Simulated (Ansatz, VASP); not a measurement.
# One calculation of MgO, two programs

The input INCAR:

```
SYSTEM = MgO
PREC = Accurate
ENCUT = 520
EDIFF = 1E-7
ISMEAR = 0
SIGMA = 0.05
LREAL = .FALSE.
LASPH = .TRUE.
NELM = 60
ALGO = Normal
ISIF = 2
LWAVE = .FALSE.
LCHARG = .TRUE.
GGA = PE
LELF = .TRUE.
LVHAR = .TRUE.
NBANDS = 16
```

File KPOINTS:

```
Automatic mesh
0
G
  9 9 6
  0 0 0
```

POSCAR

```
MgO
1.0
    3.3924438902      0.0000000000      0.0000000000
   -1.6962219451      2.9379425898      0.0000000000
    0.0000000000      0.0000000000      4.8912256008
Mg O
2 2
Direct
    0.3333333333      0.6666666667      0.0063188013
    0.6666666667      0.3333333333      0.5063188013
    0.3333333333      0.6666666667      0.3982811987
    0.6666666667      0.3333333333      0.8982811987
```

Input for Ansatz:

```yaml
crystal:
  lattice:
    - [3.3924438902, 0.0, 0.0]
    - [-1.6962219451, 2.9379425898, 0.0]
    - [0.0, 0.0, 4.8912256008]
  atoms:
    - { symbol: Mg, position: [0.3333333333, 0.6666666667, 0.0063188013] }
    - { symbol: Mg, position: [0.6666666667, 0.3333333333, 0.5063188013] }
    - { symbol: O, position: [0.3333333333, 0.6666666667, 0.3982811987] }
    - { symbol: O, position: [0.6666666667, 0.3333333333, 0.8982811987] }
basis:
  ecutwfc: 520.0
kpoints:
  mp_grid: { grid: [9, 9, 6] }
hamiltonian:
  xc: pbe
  pseudopotentials: { kind: paw, azcp: { folder: soft_1 } }
scf:
  occupations: { method: gaussian, width: 0.05 }
output:
  forces: true
  stress: true
  eigenvalues: true
```

Alike in both runs: task single point; functional PBE; k mesh 9 × 9 × 6; occupations gaussian, width 0.05 eV; no spin polarisation.

```csv
,VASP,Ansatz
version,VASP 6.6.1,Ansatz 0.2.0
potentials or method,"VASP PAW PBE potentials, release 64 (Mg, O), cutoff 520 eV","scalar-relativistic, plane waves, PAW"
valence electrons in the cell,16,32
```

```csv
,VASP,Ansatz,Ansatz less VASP
gap on the k mesh at the Fermi level (eV),3.29,3.31,+0.021
least direct gap on the mesh (eV),3.29,3.31,+0.021
pressure (GPa),-0.2,0.2,+0.43
"traceless stress, the component that is largest in VASP (GPa)",9.21,9.07,-0.142
rms of the force components (eV/Å),0.459,0.454,-0.0045
```

Atom by atom the forces differ by 0.005 eV/Å (rms over components). With one functional, cell and mesh, what is left measures potentials, basis and numerics. VASP's potentials hold 16 valence electrons a cell and Ansatz's 32, so a difference there can come from the potentials and not from the codes.
